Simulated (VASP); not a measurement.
# Cl (Cmce) in VASP: settings compared

Aim: see how the results for Cl move with the level of theory and the settings. Levels: PBE, PBE+D3(BJ). Tasks: single point.

Everything below comes from runs of VASP 6.6.1. Logs are shortened: lines on timing, memory, paths and dates and some standing lists are left out, and cuts for length are marked.

### Step 1. The cell of the first run

Symmetry: Cmce, No. 64, orthorhombic system. The conventional cell has a = 6.250 Å, b = 4.014 Å, c = 8.147 Å, α = 90.00°, β = 90.00°, γ = 90.00°. Cl (site symmetry m) has 1 Cl at 2.02 Å within 2.7 Å.

### Step 2. Single point, PBE

Input file INCAR:

```
SYSTEM = Cl
ALGO = Normal
EDIFF = 1E-7
ENCUT = 520
GGA = PE
ISIF = 2
ISMEAR = 0
LASPH = .TRUE.
LCHARG = .FALSE.
LREAL = .FALSE.
LWAVE = .FALSE.
NBANDS = 22
NELM = 100
PREC = Accurate
SIGMA = 0.01
```

Input file KPOINTS:

```
k-points
0
G
  4 4 2
  0 0 0
```

Input file POSCAR:

```
Cl
1.0
    3.1252370394     -2.0072451632      0.0000000000
    3.1252370394      2.0072451632      0.0000000000
    0.0000000000      0.0000000000      8.1465600009
Cl
4
Direct
    0.8756350364      0.1243649636      0.6074783301
    0.1243649636      0.8756350364      0.3925216699
    0.6243649636      0.3756350364      0.1074783301
    0.3756350364      0.6243649636      0.8925216699
```

Potentials or basis: VASP PAW PBE potentials, release 64 (Cl).

Started as:

```bash
$ cat potpaw_PBE.64/Cl/POTCAR > POTCAR
$ mpirun -np 1 vasp_std > vasp.out
```

OUTCAR:

```text
SYSTEM = Cl
   EDIFF = 1E-7
   ENCUT = 520
   GGA = PE
   ISIF = 2
   ISMEAR = 0
   LASPH = .TRUE.
   LREAL = .FALSE.
   NELM = 100
   PREC = Accurate

 ion  position               nearest neighbor table
   1  0.876  0.124  0.607-   2 2.02
   2  0.124  0.876  0.393-   1 2.02
   3  0.624  0.376  0.107-   4 2.02
   4  0.376  0.624  0.893-   3 2.02

  LATTYP: Found a base centered orthorhombic cell.
 ALAT       =     4.0144903264
 B/A-ratio  =     1.5569782390
 C/A-ratio  =     2.0292887362

  Lattice vectors:

 A1 = (  -3.1252370394,  -2.0072451632,   0.0000000000)
 A2 = (   3.1252370394,  -2.0072451632,   0.0000000000)
 A3 = (   0.0000000000,   0.0000000000,   8.1465600009)

Analysis of symmetry for initial positions (statically):
=====================================================================
 Subroutine PRICEL returns:
 Original cell was already a primitive cell.

 Routine SETGRP: Setting up the symmetry group for a
 base centered orthorhombic supercell.

 Subroutine GETGRP returns: Found  8 space group operations
 (whereof  4 operations were pure point group operations)
 out of a pool of  8 trial point group operations.

The static configuration has the point symmetry C_2h.
 The point group associated with its full space group is D_2h.

Analysis of symmetry for dynamics (positions and initial velocities):
=====================================================================
 Subroutine PRICEL returns:
 Original cell was already a primitive cell.

 Routine SETGRP: Setting up the symmetry group for a
 base centered orthorhombic supercell.

 Subroutine GETGRP returns: Found  8 space group operations
 (whereof  4 operations were pure point group operations)
 out of a pool of  8 trial point group operations.

The dynamic configuration has the point symmetry C_2h.
 The point group associated with its full space group is D_2h.

 Subroutine INISYM returns: Found  8 space group operations
 (whereof  4 operations are pure point group operations),
 and found     1 'primitive' translations

----------------------------------------------------------------------------------------

                                     Primitive cell

  volume of cell :     102.2086

  direct lattice vectors                    reciprocal lattice vectors
     3.125237039 -2.007245163  0.000000000     0.159987865 -0.249097624  0.000000000
     3.125237039  2.007245163  0.000000000     0.159987865  0.249097624  0.000000000
     0.000000000  0.000000000  8.146560001     0.000000000  0.000000000  0.122751198

  length of vectors
     3.714315509  3.714315509  8.146560001     0.296050237  0.296050237  0.122751198

  position of ions in fractional coordinates (direct lattice)
     0.875635036  0.124364964  0.607478330
     0.124364964  0.875635036  0.392521670
     0.624364964  0.375635036  0.107478330
     0.375635036  0.624364964  0.892521670

  ion indices of the primitive-cell ions
   primitive index   ion index
                 1           1
                 2           2
                 3           3
                 4           4

----------------------------------------------------------------------------------------

 KPOINTS: k-points

Automatic generation of k-mesh.
 Grid dimensions read from file:
 generate k-points for:    4    4    2

 Generating k-lattice:

  Cartesian coordinates                     Fractional coordinates (reciprocal lattice)
     0.039996966 -0.062274406  0.000000000     0.250000000  0.000000000  0.000000000
     0.039996966  0.062274406  0.000000000     0.000000000  0.250000000  0.000000000
     0.000000000  0.000000000  0.061375599     0.000000000  0.000000000  0.500000000

  Length of vectors
     0.074012559  0.074012559  0.061375599

  Shift w.r.t. Gamma in fractional coordinates (k-lattice)
     0.000000000  0.000000000  0.000000000

 Subroutine IBZKPT returns following result:
 ===========================================

 Found     14 irreducible k-points:

 Following reciprocal coordinates:
            Coordinates               Weight
  0.000000  0.000000  0.000000      1.000000
  0.250000  0.000000  0.000000      4.000000
  0.500000  0.000000  0.000000      2.000000
  0.250000  0.250000  0.000000      2.000000
  0.500000  0.250000  0.000000      4.000000
 -0.250000  0.250000  0.000000      2.000000
  0.500000  0.500000  0.000000      1.000000
  0.000000  0.000000  0.500000      1.000000
  0.250000  0.000000  0.500000      4.000000
  0.500000  0.000000  0.500000      2.000000
  0.250000  0.250000  0.500000      2.000000
  0.500000  0.250000  0.500000      4.000000
 -0.250000  0.250000  0.500000      2.000000
  0.500000  0.500000  0.500000      1.000000
   k-points           NKPTS =     14   k-points in BZ     NKDIM =     14   number of bands    NBANDS=     22
   number of dos      NEDOS =    301   number of ions     NIONS =      4
   total plane-waves  NPLWV =  50176
   dimension x,y,z NGX =    28 NGY =   28 NGZ =   64
   dimension x,y,z NGXF=    56 NGYF=   56 NGZF=  128
   ions per type =               4
   NGX,Y,Z   is equivalent  to a cutoff of  12.53, 12.53, 13.06 a.u.
   NGXF,Y,Z  is equivalent  to a cutoff of  25.06, 25.06, 26.12 a.u.
 SYSTEM =  Cl
   PREC   = accura    normal or accurate (medium, high low for compatibility)
   ISTART =      0    job   : 0-new  1-cont  2-samecut
   ICHARG =      2    charge: 1-file 2-atom 10-const
   ISPIN  =      1    spin polarized calculation?
   LNONCOLLINEAR =      F non collinear calculations
   LSORBIT =      F    spin-orbit coupling
   LASPH  =      T    aspherical Exc in radial PAW
   ENCUT  =  520.0 eV  38.22 Ry    6.18 a.u.   6.91  6.91 15.15*2*pi/ulx,y,z
   NELM   =    100;   NELMIN=  2; NELMDL= -5     # of ELM steps
   EDIFF  = 0.1E-06   stopping-criterion for ELM
   LREAL  =      F    real-space projection
   EDIFFG = 0.1E-05   stopping-criterion for IOM
   NSW    =      0    number of steps for IOM
   IBRION =     -1    ionic relax: 0-MD 1-quasi-New 2-CG
   NFREE  =      0    steps in history (QN), initial steepest desc. (CG)
   ISIF   =      2    stress and relaxation
   ISYM   =      2    0-nonsym 1-usesym 2-fastsym
   POTIM  = 0.5000    time-step for ionic-motion
   TEBEG  =    0.0;   TEEND  =   0.0 temperature during run
   PSTRESS=    0.0 pullay stress
   NELECT =      28.0000    total number of electrons
   NUPDOWN=      -1.0000    fix difference up-down
   EMIN   =  10.00;   EMAX   =-10.00  energy-range for DOS
   EFERMI =   0.00;   METHOD = LEGACY
   ISMEAR =     0;   SIGMA  =   0.01  broadening in eV -4-tet -1-fermi 0-gaus
   EFERMI_NEDOS =   21; number of points for ismear=-14 and -15
   IALGO  =     38    algorithm
   IMIX   =      4    mixing-type and parameters
     AMIX     =   0.40;   BMIX     =  1.00
     AMIX_MAG =   1.60;   BMIX_MAG =  1.00
  volume/ion in A,a.u.               =      25.55       172.43
  Fermi-wavevector in a.u.,A,eV,Ry     =   1.063241  2.009234 15.381127  1.130481
  Thomas-Fermi vector in A             =   2.198719
   LORBIT       =      0    0 simple, 1 ext, 2 COOP (PROOUT), +10 PAW based schemes
   GGA     = PE    functional components
   LHFCALC =     F    Hartree Fock is set to
   AEXX    =    0.0000 exact exchange contribution
   IVDW    =     0    specifies the selected vdW correction
   LEPSILON=     F    determine dielectric tensor
   LRPA    =     F    only Hartree local field effects (RPA)
 non-spin polarized calculation
 Gauss-broadening in eV      SIGMA  =   0.01
  energy-cutoff  :      520.00
  volume of cell :      102.21
 maximum number of plane-waves:      2776
   NGX = 13   NGY = 13   NGZ = 31

 number of electron      28.0000005 magnetization

 Free energy of the ion-electron system (eV)
  ---------------------------------------------------
  ext. energy  EPLUGINS =         0.00000000
  ---------------------------------------------------
  free energy    TOTEN  =        -7.23812072 eV

  energy without entropy =       -7.23812072  energy(sigma->0) =       -7.23812072

 E-fermi :   0.5110     XC(G=0):  -8.3358

 val. band max:        0.4680318540   @ k =   0.0000   0.0000   0.0000
 cond. band min:       2.7170505708   @ k =   0.0000   0.0000   0.0000
 fundamental gap:      2.2490187168
 Fermi energy:         0.5109970982

 k-point     1 :       0.0000    0.0000    0.0000
  band No.  band energies     occupation
      1     -16.4602      2.00000
      2     -16.1081      2.00000
      3     -12.6448      2.00000
      4     -11.6554      2.00000
      5      -5.3781      2.00000
      6      -3.8963      2.00000
[... 14 lines left out ...]
     21      11.2363      0.00000
     22      11.3334      0.00000

 k-point     2 :       0.2500    0.0000    0.0000
  band No.  band energies     occupation
      1     -16.2984      2.00000
      2     -16.0403      2.00000
      3     -12.4882      2.00000
      4     -11.7971      2.00000
      5      -5.3200      2.00000
      6      -4.2366      2.00000
[... 14 lines left out ...]
     21      10.7850      0.00000
     22      11.4785      0.00000

 k-point     3 :       0.5000    0.0000    0.0000
  band No.  band energies     occupation
      1     -16.0477      2.00000
      2     -16.0477      2.00000
      3     -12.1417      2.00000
      4     -12.1417      2.00000
      5      -5.0087      2.00000
      6      -5.0087      2.00000
[... 14 lines left out ...]
     21      11.9459      0.00000
     22      11.9459      0.00000
[... 226 lines left out ...]
 k-point    13 :      -0.2500    0.2500    0.5000
  band No.  band energies     occupation
      1     -16.0487      2.00000
      2     -16.0487      2.00000
      3     -12.1417      2.00000
      4     -12.1417      2.00000
      5      -4.8005      2.00000
      6      -4.8005      2.00000
[... 14 lines left out ...]
     21      11.3419      0.00000
     22      11.3419      0.00000

 k-point    14 :       0.5000    0.5000    0.5000
  band No.  band energies     occupation
      1     -16.0341      2.00000
      2     -16.0341      2.00000
      3     -11.9834      2.00000
      4     -11.9834      2.00000
      5      -4.6305      2.00000
      6      -4.6305      2.00000
[... 14 lines left out ...]
     21      10.6315      0.00000
     22      10.6315      0.00000

------------------------ aborting loop because EDIFF is reached ----------------------------------------

  FORCE on cell =-STRESS in cart. coord.  units (eV):
  Direction    XX          YY          ZZ          XY          YZ          ZX
  --------------------------------------------------------------------------------------
  -------------------------------------------------------------------------------------
  Total        1.4001035      1.1594869      0.9345627      0.0000000      0.0000000      0.0000000
  in kB       21.9474011     18.1756006     14.6497902      0.0000000      0.0000000      0.0000000
  external PRESSURE =      18.2575973 kB  Pullay stress =       0.0000000 kB

 VOLUME and BASIS-vectors are now :
 -----------------------------------------------------------------------------
  energy-cutoff  :      520.00
  volume of cell :      102.21
      direct lattice vectors                 reciprocal lattice vectors
     3.125237039 -2.007245163  0.000000000     0.159987865 -0.249097624  0.000000000
     3.125237039  2.007245163  0.000000000     0.159987865  0.249097624  0.000000000
     0.000000000  0.000000000  8.146560001     0.000000000  0.000000000  0.122751198

 POSITION                                       TOTAL-FORCE (eV/Angst)
 -----------------------------------------------------------------------------------
      3.12524     -1.50798      4.94886         0.000000     -0.008144      0.034395
      3.12524      1.50798      3.19770         0.000000      0.008144     -0.034395
      3.12524     -0.49926      0.87558         0.000000      0.008144      0.034395
      3.12524      0.49926      7.27098         0.000000     -0.008144     -0.034395
 -----------------------------------------------------------------------------------
    total drift:                                0.000000      0.000000      0.000000

  FREE ENERGIE OF THE ION-ELECTRON SYSTEM (eV)
  ---------------------------------------------------
  free  energy   TOTEN  =        -7.2381207204 eV

  energy  without entropy=       -7.2381207204  energy(sigma->0) =       -7.23812072
```

Run time: 14 s. Hardware: 1 thread of Intel Xeon 6975P-C (Granite Rapids), shared host; peak memory 0.2 GiB.

Results:

* Free energy: -7.2381 eV
* Pressure: 1.8 GPa
* Largest force: 0.035 eV/Å
* Band gap on the k mesh: 2.25 eV

Forces in eV/Å, atoms in the order of the input:
```
Cl   0.000 -0.008  0.034
Cl   0.000  0.008 -0.034
Cl   0.000  0.008  0.034
Cl   0.000 -0.008 -0.034
```

Stress tensor (GPa, compression positive):
```
2.19 0.00 0.00
0.00 1.82 0.00
0.00 0.00 1.46
```

Caveat: the k points lie up to 0.47 Å⁻¹ apart; this functional lacks dispersion, which holds the molecules together, so the pressure and a relaxed volume are unreliable. A k mesh can miss the band edges.

### Step 3. Single point, PBE+D3(BJ)

This run uses another cell than the first one, of 27.17 Å³/atom.

Input file INCAR:

```
SYSTEM = Cl
ALGO = Normal ; EDIFF = 1E-7
ENCUT = 520 ; GGA = PE
ISIF = 2 ; ISMEAR = -1
IVDW = 12 ; LASPH = .True.
LCHARG = .True. ; LELF = .True.
LREAL = .False. ; LVHAR = .True.
LWAVE = .False. ; NBANDS = 22
NELM = 80 ; PREC = Accurate
SIGMA = 0.02
```

Input file KPOINTS:

```
k-points
0
Gamma
  6 6 4
  0 0 0
```

Input file POSCAR:

```
Cl
1.0
    3.3015796598     -2.0309253993      0.0000000000
    3.3015796598      2.0309253993      0.0000000000
    0.0000000000      0.0000000000      8.1050722364
Cl
4
Direct
    0.8759214602      0.1240785398      0.6088869007
    0.1240785398      0.8759214602      0.3911130993
    0.6240785398      0.3759214602      0.1088869007
    0.3759214602      0.6240785398      0.8911130993
```

Potentials or basis: VASP PAW PBE potentials, release 64 (Cl).

Started as:

```bash
$ cat potpaw_PBE.64/Cl/POTCAR > POTCAR
$ mpirun -np 1 vasp_std > vasp.out
```

Wall time 45 s (1 thread of Intel Xeon 6975P-C (Granite Rapids), shared host); peak memory 0.24 GiB.

It converged, with:

```yaml
Free_energy: -7.9575 eV
Pressure: -0.4 GPa
Largest_force: 0.172 eV/Å
Band_gap_on_the_k_mesh: 2.22 eV
Dispersion_energy_per_atom: -0.163 eV
```

Forces in eV/Å, atoms in the order of the input:
```
Cl   0.000 -0.082 -0.151
Cl   0.000  0.082  0.151
Cl   0.000  0.082 -0.151
Cl   0.000 -0.082  0.151
```

Stress tensor (GPa, compression positive):
```
-0.07  0.00  0.00
 0.00 -0.25  0.00
 0.00  0.00 -0.76
```

Levels at points of the mesh, in eV from the valence-band top:
| k point | band 12 | band 13 | band 14 | band 15 | band 16 | band 17 |
| --- | --- | --- | --- | --- | --- | --- |
| (0.00, 0.00, 0.00) | -0.37 | -0.22 | 0.00 | 2.22 | 3.09 | 6.83 |
| (0.50, 0.00, 0.00) | -0.88 | -0.36 | -0.36 | 2.94 | 2.94 | 8.02 |
| (0.50, 0.50, 0.00) | -1.16 | -0.41 | -0.16 | 2.29 | 2.92 | 8.43 |
| (0.00, 0.00, 0.50) | -0.83 | -0.10 | -0.10 | 2.59 | 2.59 | 7.29 |
| (0.50, 0.00, 0.50) | -0.61 | -0.10 | -0.10 | 2.63 | 2.63 | 8.31 |
| (0.50, 0.50, 0.50) | -0.92 | -0.75 | -0.75 | 2.55 | 2.55 | 9.06 |
